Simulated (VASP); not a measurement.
Input of a VASP 6.6.1 run:

INCAR

```
SYSTEM = Pt
PREC = Accurate ; ENCUT = 520
EDIFF = 1E-6 ; ISMEAR = 0
SIGMA = 0.15 ; LREAL = .FALSE.
LASPH = .TRUE. ; NELM = 100
ALGO = Normal ; ISIF = 2
LWAVE = .FALSE. ; LCHARG = .TRUE.
GGA = PS ; LELF = .TRUE.
LVHAR = .TRUE. ; NBANDS = 17
```

File KPOINTS:

```
regular mesh
0
G
  18 18 10
  0 0 0
```

Contents of POSCAR:

```
Pt
1.0
    2.9160000000      0.0000000000      0.0000000000
   -1.4580000000      2.5253300774      0.0000000000
    0.0000000000      0.0000000000      4.4716000000
Pt
2
Direct
    0.6666666667      0.3333333333      0.7500000000
    0.3333333333      0.6666666667      0.2500000000
```

Potentials or basis: VASP PAW PBE potentials, release 64 (Pt).

Command:

```bash
$ cat potpaw_PBE.64/Pt/POTCAR > POTCAR
$ mpirun -np 1 vasp_std > vasp.out
```

**Question.** Predict the pressure.

**Answer.** -18.0 GPa.

**Question.** What does it give for the band gap on the k mesh?

**Answer.** Zero (bands 10 and 11 overlap by 1.13 eV).

Stress tensor (GPa, compression positive):
```
-20.28   0.00   0.00
  0.00 -20.28   0.00
  0.00   0.00 -13.34
```

Caveat: the cell stands under tension; the PAW data sets were made with another functional, which shifts forces and pressure a little; spin-orbit coupling is left out, which moves the levels of the heavy elements.
